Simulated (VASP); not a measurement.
# TaN (P-6m2) in VASP: notebook

Runs on TaN. Level: PBEsol. Tasks: single point.

Program: VASP 6.6.1. These are calculated values, not measurements. Logs are shortened: lines on timing, memory, paths and dates and some standing lists are left out, and cuts for length are marked.

## 1. The cell of the first run

The structure is hexagonal, space group P-6m2 (No. 187). The conventional cell has a = 2.892 Å, b = 2.892 Å, c = 2.844 Å, α = 90.00°, β = 90.00°, γ = 120.00°. Within 2.9 Å of Ta (site symmetry -6m2) lie 6 N at 2.19 Å and 8 Ta at 2.84 to 2.89 Å. N (site symmetry -6m2) has 6 Ta at 2.19 Å and 8 N at 2.84 to 2.89 Å within 2.9 Å.

## 2. Single point, PBEsol

The input, INCAR:

```
SYSTEM = TaN
PREC = Accurate ; ENCUT = 600
EDIFF = 1E-6 ; ISMEAR = -1
SIGMA = 0.15 ; LREAL = .FALSE.
LASPH = .TRUE. ; NELM = 120
ALGO = Normal ; ISIF = 2
LWAVE = .FALSE. ; LCHARG = .FALSE.
GGA = PS ; NBANDS = 16
GGA_COMPAT = .FALSE.
```

The input, KPOINTS:

```
regular mesh
0
G
  18 18 14
  0 0 0
```

The input, POSCAR:

```
TaN
1.0
    2.8922518690      0.0000000000      0.0000000000
   -1.4461259345      2.5047635927      0.0000000000
    0.0000000000      0.0000000000      2.8443969632
Ta N
1 1
Direct
    0.3333333333      0.6666666667      0.5000000000
    0.0000000000      0.0000000000      0.0000000000
```

Potentials or basis: VASP PAW PBE potentials, release 64 (Ta_sv_GW, N).

Started as:

```sh
> cat potpaw_PBE.64/Ta_sv_GW/POTCAR potpaw_PBE.64/N/POTCAR > POTCAR
> mpirun -np 1 vasp_std > vasp.out
```

OUTCAR:

```text
SYSTEM = TaN
   PREC = Accurate
   ENCUT = 600
   EDIFF = 1E-6
   ISMEAR = -1
   LREAL = .FALSE.
   LASPH = .TRUE.
   NELM = 120
   ISIF = 2
   GGA = PS

 ion  position               nearest neighbor table
   1  0.333  0.667  0.500-   2 2.19   2 2.19   2 2.19   2 2.19   2 2.19   2 2.19
   2  0.000  0.000  0.000-   1 2.19   1 2.19   1 2.19   1 2.19   1 2.19   1 2.19

  LATTYP: Found a hexagonal cell.
 ALAT       =     2.8922518690
 C/A-ratio  =     0.9834541015

  Lattice vectors:

 A1 = (   2.8922518690,   0.0000000000,   0.0000000000)
 A2 = (  -1.4461259345,   2.5047635927,   0.0000000000)
 A3 = (   0.0000000000,   0.0000000000,   2.8443969632)

Analysis of symmetry for initial positions (statically):
=====================================================================
 Subroutine PRICEL returns:
 Original cell was already a primitive cell.

 Routine SETGRP: Setting up the symmetry group for a
 hexagonal supercell.

 Subroutine GETGRP returns: Found 12 space group operations
 (whereof 12 operations were pure point group operations)
 out of a pool of 24 trial point group operations.

The static configuration has the point symmetry D_3h.

Analysis of symmetry for dynamics (positions and initial velocities):
=====================================================================
 Subroutine PRICEL returns:
 Original cell was already a primitive cell.

 Routine SETGRP: Setting up the symmetry group for a
 hexagonal supercell.

 Subroutine GETGRP returns: Found 12 space group operations
 (whereof 12 operations were pure point group operations)
 out of a pool of 24 trial point group operations.

The dynamic configuration has the point symmetry D_3h.

 Subroutine INISYM returns: Found 12 space group operations
 (whereof 12 operations are pure point group operations),
 and found     1 'primitive' translations

----------------------------------------------------------------------------------------

                                     Primitive cell

  volume of cell :      20.6060

  direct lattice vectors                    reciprocal lattice vectors
     2.892251869  0.000000000  0.000000000     0.345751354  0.199619637  0.000000000
    -1.446125934  2.504763593  0.000000000     0.000000000  0.399239275  0.000000000
     0.000000000  0.000000000  2.844396963     0.000000000  0.000000000  0.351568369

  length of vectors
     2.892251869  2.892251869  2.844396963     0.399239275  0.399239275  0.351568369

  position of ions in fractional coordinates (direct lattice)
     0.333333333  0.666666667  0.500000000
     0.000000000  0.000000000  0.000000000

  ion indices of the primitive-cell ions
   primitive index   ion index
                 1           1
                 2           2

----------------------------------------------------------------------------------------

 KPOINTS: regular mesh

Automatic generation of k-mesh.
 Grid dimensions read from file:
 generate k-points for:   18   18   14

 Generating k-lattice:

  Cartesian coordinates                     Fractional coordinates (reciprocal lattice)
     0.019208409  0.011089980  0.000000000     0.055555556 -0.000000000  0.000000000
     0.000000000  0.022179960  0.000000000     0.000000000  0.055555556  0.000000000
     0.000000000  0.000000000  0.025112026     0.000000000  0.000000000  0.071428571

  Length of vectors
     0.022179960  0.022179960  0.025112026

  Shift w.r.t. Gamma in fractional coordinates (k-lattice)
     0.000000000  0.000000000  0.000000000

 Subroutine IBZKPT returns following result:
 ===========================================

 Found    296 irreducible k-points:

 Following reciprocal coordinates:
            Coordinates               Weight
  0.000000  0.000000  0.000000      1.000000
  0.055556  0.000000  0.000000      6.000000
  0.111111  0.000000  0.000000      6.000000
  0.166667  0.000000  0.000000      6.000000
  0.222222  0.000000  0.000000      6.000000
  0.277778  0.000000  0.000000      6.000000
[... 16 lines left out ...]
  0.333333  0.111111  0.000000     12.000000
  0.388889  0.111111  0.000000     12.000000
 [... further k-points ...]
   k-points           NKPTS =    296   k-points in BZ     NKDIM =    296   number of bands    NBANDS=     16
   number of dos      NEDOS =    301   number of ions     NIONS =      2
   total plane-waves  NPLWV =  13824
   dimension x,y,z NGX =    24 NGY =   24 NGZ =   24
   dimension x,y,z NGXF=    48 NGYF=   48 NGZF=   48
   ions per type =               1   1
   NGX,Y,Z   is equivalent  to a cutoff of  13.80, 13.80, 14.03 a.u.
   NGXF,Y,Z  is equivalent  to a cutoff of  27.59, 27.59, 28.05 a.u.
 SYSTEM =  TaN
   PREC   = accura    normal or accurate (medium, high low for compatibility)
   ISTART =      0    job   : 0-new  1-cont  2-samecut
   ICHARG =      2    charge: 1-file 2-atom 10-const
   ISPIN  =      1    spin polarized calculation?
   LNONCOLLINEAR =      F non collinear calculations
   LSORBIT =      F    spin-orbit coupling
   LASPH  =      T    aspherical Exc in radial PAW
   ENCUT  =  600.0 eV  44.10 Ry    6.64 a.u.   5.78  5.78  5.68*2*pi/ulx,y,z
   NELM   =    120;   NELMIN=  2; NELMDL= -5     # of ELM steps
   EDIFF  = 0.1E-05   stopping-criterion for ELM
   LREAL  =      F    real-space projection
   EDIFFG = 0.1E-04   stopping-criterion for IOM
   NSW    =      0    number of steps for IOM
   IBRION =     -1    ionic relax: 0-MD 1-quasi-New 2-CG
   NFREE  =      0    steps in history (QN), initial steepest desc. (CG)
   ISIF   =      2    stress and relaxation
   ISYM   =      2    0-nonsym 1-usesym 2-fastsym
   POTIM  = 0.5000    time-step for ionic-motion
   TEBEG  =    0.0;   TEEND  =   0.0 temperature during run
   PSTRESS=    0.0 pullay stress
   NELECT =      18.0000    total number of electrons
   NUPDOWN=      -1.0000    fix difference up-down
   EMIN   =  10.00;   EMAX   =-10.00  energy-range for DOS
   EFERMI =   0.00;   METHOD = LEGACY
   ISMEAR =    -1;   SIGMA  =   0.15  broadening in eV -4-tet -1-fermi 0-gaus
   EFERMI_NEDOS =   21; number of points for ismear=-14 and -15
   IALGO  =     38    algorithm
   IMIX   =      4    mixing-type and parameters
     AMIX     =   0.40;   BMIX     =  1.00
     AMIX_MAG =   1.60;   BMIX_MAG =  1.00
  volume/ion in A,a.u.               =      10.30        69.53
  Fermi-wavevector in a.u.,A,eV,Ry     =   1.564953  2.957332 33.321730  2.449078
  Thomas-Fermi vector in A             =   2.667501
   LORBIT       =      0    0 simple, 1 ext, 2 COOP (PROOUT), +10 PAW based schemes
   GGA     = PS    functional components
   LHFCALC =     F    Hartree Fock is set to
   AEXX    =    0.0000 exact exchange contribution
   IVDW    =     0    specifies the selected vdW correction
   LEPSILON=     F    determine dielectric tensor
   LRPA    =     F    only Hartree local field effects (RPA)
 non-spin polarized calculation
  energy-cutoff  :      600.00
  volume of cell :       20.61
 maximum number of plane-waves:       699
 NGX is ok and might be reduce to    24
   NGX = 11   NGY = 11   NGZ = 11

 number of electron      18.0000000 magnetization

 Free energy of the ion-electron system (eV)
  ---------------------------------------------------
  ext. energy  EPLUGINS =         0.00000000
  ---------------------------------------------------
  free energy    TOTEN  =       -26.31831922 eV

  energy without entropy =      -26.30844457  energy(sigma->0) =      -26.31338189

 E-fermi :  12.9902     XC(G=0): -14.1303

 val. band max:       12.9830797396   @ k =   0.0556   0.0000   0.4286
 cond. band min:      13.0596642487   @ k =   0.0000   0.0000   0.3571
 fundamental gap:      0.0765845091
 Fermi energy:        12.9902010830

 k-point     1 :       0.0000    0.0000    0.0000
  band No.  band energies     occupation
      1     -55.4079      2.00000
      2     -21.6870      2.00000
      3     -21.3924      2.00000
      4     -21.3924      2.00000
      5      -5.1022      2.00000
      6       8.2065      2.00000
[... 8 lines left out ...]
     15      26.1367      0.00000
     16      29.4706      0.00000

 k-point     2 :       0.0556    0.0000    0.0000
  band No.  band energies     occupation
      1     -55.4051      2.00000
      2     -21.6818      2.00000
      3     -21.4329      2.00000
      4     -21.4009      2.00000
      5      -5.0316      2.00000
      6       7.9878      2.00000
[... 8 lines left out ...]
     15      26.1357      0.00000
     16      29.6054      0.00000

 k-point     3 :       0.1111    0.0000    0.0000
  band No.  band energies     occupation
      1     -55.3969      2.00000
      2     -21.6670      2.00000
      3     -21.5483      2.00000
      4     -21.4253      2.00000
      5      -4.8277      2.00000
      6       7.4811      2.00000
[... 8 lines left out ...]
     15      26.1239      0.00000
     16      29.9941      0.00000

 k-point     4 :       0.1667    0.0000    0.0000
  band No.  band energies     occupation
      1     -55.3844      2.00000
      2     -21.7210      2.00000
      3     -21.6442      2.00000
      4     -21.4625      2.00000
      5      -4.5134      2.00000
      6       6.8431      2.00000
[... 8 lines left out ...]
     15      26.1271      0.00000
     16      30.6013      0.00000
[... 324 lines left out ...]
 k-point    22 :       0.2778    0.1111    0.0000
  band No.  band energies     occupation
      1     -55.3329      2.00000
      2     -22.3251      2.00000
      3     -21.6747      2.00000
      4     -21.5500      2.00000
      5      -3.1583      2.00000
      6       5.1132      2.00000
[... 8 lines left out ...]
     15      26.9098      0.00000
     16      29.3399      0.00000

 k-point    23 :       0.3333    0.1111    0.0000
  band No.  band energies     occupation
      1     -55.3210      2.00000
      2     -22.4575      2.00000
      3     -21.7215      2.00000
      4     -21.5280      2.00000
      5      -2.8216      2.00000
      6       4.7992      2.00000
[... 8 lines left out ...]
     15      26.5733      0.00000
     16      28.8218      0.00000

 k-point    24 :       0.3889    0.1111    0.0000
  band No.  band energies     occupation
      1     -55.3132      2.00000
      2     -22.5425      2.00000
      3     -21.7518      2.00000
      4     -21.5137      2.00000
      5      -2.5941      2.00000
      6       4.6060      2.00000
[... 8 lines left out ...]
     15      25.6152      0.00000
     16      29.0841      0.00000

 [... further k-points ...]
[... 5 lines left out ...]
  --------------------------------------------------------------------------------------
  -------------------------------------------------------------------------------------
  Total        1.5565711      1.5565711      1.5751900      0.0000000     -0.0000000      0.0000000
  in kB      121.0281758    121.0281758    122.4758531      0.0000000     -0.0000000      0.0000000
  external PRESSURE =     121.5107349 kB  Pullay stress =       0.0000000 kB

 VOLUME and BASIS-vectors are now :
 -----------------------------------------------------------------------------
  energy-cutoff  :      600.00
  volume of cell :       20.61
      direct lattice vectors                 reciprocal lattice vectors
     2.892251869  0.000000000  0.000000000     0.345751354  0.199619637  0.000000000
    -1.446125934  2.504763593  0.000000000     0.000000000  0.399239275  0.000000000
     0.000000000  0.000000000  2.844396963     0.000000000  0.000000000  0.351568369

 POSITION                                       TOTAL-FORCE (eV/Angst)
 -----------------------------------------------------------------------------------
     -0.00000      1.66984      1.42220         0.000000      0.000000      0.000000
      0.00000      0.00000      0.00000        -0.000000      0.000000      0.000000
 -----------------------------------------------------------------------------------
    total drift:                                0.000000     -0.000000     -0.000000

  FREE ENERGIE OF THE ION-ELECTRON SYSTEM (eV)
  ---------------------------------------------------
  free  energy   TOTEN  =       -26.3183192204 eV

  energy  without entropy=      -26.3084445691  energy(sigma->0) =      -26.31338189
```

Run time: 74 s. Hardware: 1 thread of AMD EPYC 7R43 (Zen 3), shared host; peak memory 0.21 GiB.

Results:

- Free energy: -26.3183 eV
- Pressure: 12.2 GPa
- Band gap on the k mesh: zero (band 9 reaches 13.18 eV, above the bottom of band 10 at 12.84 eV)

Stress tensor (GPa, compression positive):
```
12.10  0.00  0.00
 0.00 12.10  0.00
 0.00  0.00 12.25
```

Caveat: the PAW data sets were made with another functional, which shifts forces and pressure a little; spin-orbit coupling is left out, which moves the levels of the heavy elements.

## 3. Single point, PBEsol

This run uses another cell than the first one, of 10.63 Å³/atom, 1.032 times its volume.

The input, INCAR:

```
SYSTEM = TaN
  ALGO = Normal
  EDIFF = 1E-6
  ENCUT = 520
  GGA = PS
  ISIF = 2
  ISMEAR = 0
  ISYM = 0
  LASPH = .TRUE.
  LCHARG = .TRUE.
  LELF = .TRUE.
  LREAL = .FALSE.
  LVHAR = .TRUE.
  LWAVE = .FALSE.
  NBANDS = 15
  NELM = 80
  PREC = Accurate
  SIGMA = 0.1
```

The input, KPOINTS:

```
k-points
0
G
  12 7 23
  0 0 0
```

The input, POSCAR:

```
TaN
1.0
    2.8707276425      0.0000000000      0.0000000000
    0.0000000000      5.0644975863      0.0000000000
    0.0000000000      2.5322487932      1.4619945224
Ta N
1 1
Direct
    0.5000000000      0.6666666667      0.0000000000
    0.0000000000      0.0000000000      0.0000000000
```

Potentials or basis: VASP PAW PBE potentials, release 64 (Ta_pv, N).

Started as:

```sh
> cat potpaw_PBE.64/Ta_pv/POTCAR potpaw_PBE.64/N/POTCAR > POTCAR
> mpirun -np 1 vasp_std > vasp.out
```

Wall time 3.2 min (1 thread of AMD EPYC 9R45 (Zen 5), shared host); peak memory 0.4 GiB.

It converged, with:

| Item | Value |
| --- | --- |
| Free energy | -23.8058 eV |
| Pressure | 0.8 GPa |
| Band gap on the k mesh | zero (band 8 reaches 8.45 eV, above the bottom of band 9 at 8.13 eV) |

Stress tensor (GPa, compression positive):
```
1.02 0.00 0.00
0.00 0.78 0.00
0.00 0.00 0.74
```

Levels at points of the mesh, in eV from the Fermi level:
| k point | band 5 | band 6 | band 7 | band 8 | band 9 | band 10 | band 11 | band 12 |
| --- | --- | --- | --- | --- | --- | --- | --- | --- |
| (0.00, 0.00, 0.00) | -4.64 | -4.64 | -4.31 | -2.94 | 2.31 | 3.64 | 3.64 | 4.04 |
| (0.50, 0.00, 0.00) | -9.49 | -3.81 | -3.81 | -0.13 | -0.13 | 2.46 | 3.33 | 3.33 |

Caveat: the PAW data sets were made with another functional, which shifts forces and pressure a little; spin-orbit coupling is left out, which moves the levels of the heavy elements.
